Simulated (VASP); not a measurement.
A run of VASP 6.6.1 is set up as follows.

The input INCAR:

```
  ALGO = Normal
  EDIFF = 1E-6
  ENCUT = 500
  GGA = CA
  GGA_COMPAT = F
  ISIF = 2
  ISMEAR = 0
  LASPH = T
  LCHARG = T
  LELF = T
  LREAL = F
  LVHAR = T
  LWAVE = F
  NBANDS = 17
  NELM = 120
  PREC = Accurate
  SIGMA = 0.05
```

Contents of KPOINTS:

```
k-points
0
Gamma
  4 4 4
```

Contents of POSCAR:

```
TlBr
1.0
    4.1428507055      0.0000000000      0.0000000000
    0.0000000000      4.1428507055      0.0000000000
    0.0000000000      0.0000000000      4.1428507055
Tl Br
1 1
Direct
    0.0000000000      0.0000000000      0.0000000000
    0.5000000000      0.5000000000      0.5000000000
```

Potentials or basis: VASP PAW LDA potentials, release 64 (Tl_d, Br).

Command:

```bash
$ cat potpaw_LDA.64/Tl_d/POTCAR potpaw_LDA.64/Br/POTCAR > POTCAR
$ mpirun -np 1 vasp_std > vasp.out
```

Problem. What does it give for the band gap on the k mesh?

Solution. 1.91 eV, direct.

Problem. What does it give for the pressure?

Solution. -4.2 GPa.

Caveat: spin-orbit coupling is left out, which moves the levels of the heavy elements. A k mesh can miss the band edges.
